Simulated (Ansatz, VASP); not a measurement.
## One calculation of Co, two programs

INCAR

```
SYSTEM = Co
  ALGO = Normal
  EDIFF = 1E-6
  ENCUT = 520
  GGA = PS
  ISIF = 2
  ISMEAR = -1
  ISPIN = 2
  LASPH = .TRUE.
  LCHARG = .FALSE.
  LMAXMIX = 4
  LORBIT = 11
  LREAL = .FALSE.
  LWAVE = .FALSE.
  MAGMOM = 1.673
  NBANDS = 14
  NELM = 150
  PREC = Accurate
  SIGMA = 0.05
```

KPOINTS

```
k-points
0
G
  17 17 17
  0 0 0
```

The input POSCAR:

```
Co
1.0
    0.0000000000      1.8016606195      1.8016606195
    1.8016606195      0.0000000000      1.8016606195
    1.8016606195      1.8016606195      0.0000000000
Co
1
Direct
    0.0000000000      0.0000000000      0.0000000000
```

Input for Ansatz:

```yaml
crystal:
  lattice:
    - [0.0, 1.8016606195, 1.8016606195]
    - [1.8016606195, 0.0, 1.8016606195]
    - [1.8016606195, 1.8016606195, 0.0]
  atoms:
    - { symbol: Co, position: [0.0, 0.0, 0.0], spin: 1.673 }
hamiltonian:
  xc: pbesol
  pseudopotentials:
    kind: paw
    azcp:
      Co: "pseudopotentials/Co.paw.azcp"
basis:
  ecutwfc: 420
  fft_grid_basis: typed
kpoints:
  mp_grid: { grid: [17, 17, 17], shift: [0, 0, 0] }
magnetization:
  spin_polarized: true
scf:
  occupations: { method: fermi_dirac, width: 0.05 }
  lower_state_search: "off"
output:
  stress: true
  write_density: true
  write_potential: true
  elf: true
  volumetric_format: npy
```

Alike in both runs: task single point; functional PBEsol; k mesh 17 × 17 × 17; occupations fermi-dirac, width 0.05 eV; collinear spin.

```csv
,VASP,Ansatz
version,VASP 6.6.1,Ansatz 0.2.0
potentials or method,"VASP PAW PBE potentials, release 64 (Co), cutoff 520 eV","plane waves (420 eV) with PAW, scalar-relativistic"
valence electrons in the cell,9,17
```

|  | VASP | Ansatz | Ansatz less VASP |
| --- | --- | --- | --- |
| pressure (GPa) | -21.7 | -21.4 | +0.29 |
| net moment per atom (μB) | 1.68 | 1.69 | +0.010 |
| size of the moment on the site where the two differ most (μB) | 1.71 | 1.76 | +0.054 |

VASP's potentials were made for PBE, not for PBEsol, and Ansatz warns of the same on its side. Site moments also hang on the region over which each program counts them. VASP's potentials hold 9 valence electrons a cell and Ansatz's 17, so a difference there can come from the potentials and not from the codes.
